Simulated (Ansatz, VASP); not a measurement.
AlN: VASP beside Ansatz

File POSCAR:

```
AlN
1.0
    0.0000000000      2.0188684521      2.0794345057
    2.0188684521      0.0000000000      2.0794345057
    2.0188684521      2.0188684521      0.0000000000
Al N
1 1
Direct
    0.0000000000      0.0000000000      0.0000000000
    0.5000000000      0.5000000000      0.5000000000
```

File INCAR.step1:

```
ALGO = Normal
EDIFF = 1E-4
ENCUT = 520
GGA = PE
ISMEAR = 0
LASPH = True
LCHARG = False
LREAL = False
LWAVE = True
NBANDS = 11
NELM = 80
PREC = Accurate
SIGMA = 0.01
```

INCAR.step2

```
ALGO = Normal
EDIFF = 1E-7
ENCUT = 520
ISIF = 2
ISMEAR = 0
ISTART = 1
LASPH = True
LCHARG = False
LMIXTAU = True
LREAL = False
LWAVE = False
METAGGA = R2SCAN
NBANDS = 11
NELM = 80
PREC = Accurate
SIGMA = 0.01
```

Contents of KPOINTS:

```
k-points
0
Gamma
  10 10 10
```

Input for Ansatz:

```yaml
crystal:
  lattice:
    - [0.0, 2.0188684521, 2.0794345057]
    - [2.0188684521, 0.0, 2.0794345057]
    - [2.0188684521, 2.0188684521, 0.0]
  atoms:
    - { symbol: Al, position: [0.0, 0.0, 0.0] }
    - { symbol: "N", position: [0.5, 0.5, 0.5] }
kpoints:
  mp_grid: { grid: [10, 10, 10] }
  band_path:
    path:
      - [0.0, 0.0, 0.0]
      - [0.5, 0.0, 0.5]
      - [0.625, 0.25, 0.625]
      - [0.375, 0.375, 0.75]
      - [0.5, 0.5, 0.5]
      - [0.5, 0.25, 0.75]
      - [0.0, 0.5, 0.5]
    npoints: 1
hamiltonian:
  xc: r2scan
scf:
  occupations: { method: fixed }
  n_extra_bands: 4
output:
  forces: true
  stress: true
  eigenvalues: true
```

Change from the starting cell: uniaxial_z strain +3.0%.

Alike in both runs: task single point; functional r2SCAN; k mesh 10 × 10 × 10; no spin polarisation.

|  | VASP | Ansatz |
| --- | --- | --- |
| version | VASP 6.6.1 | Ansatz 0.2.0 |
| potentials or method | VASP PAW PBE potentials, release 64 (Al, N) | plane waves, PAW |
| plane-wave cutoff (eV) | 520 | 500 |
| occupations | gaussian, width 0.01 eV | fixed |
| valence electrons in the cell | 8 | 8 |

|  | VASP | Ansatz | Ansatz less VASP |
| --- | --- | --- | --- |
| gap on the k mesh at the Fermi level (eV) | 5.01 | 5.01 | -0.004 |
| pressure (GPa) | -8.1 | -7.3 | +0.78 |
| traceless stress, the component that is largest in VASP (GPa) | -4.48 | -4.41 | +0.079 |

VASP's potentials were made for PBE, not for r2SCAN.
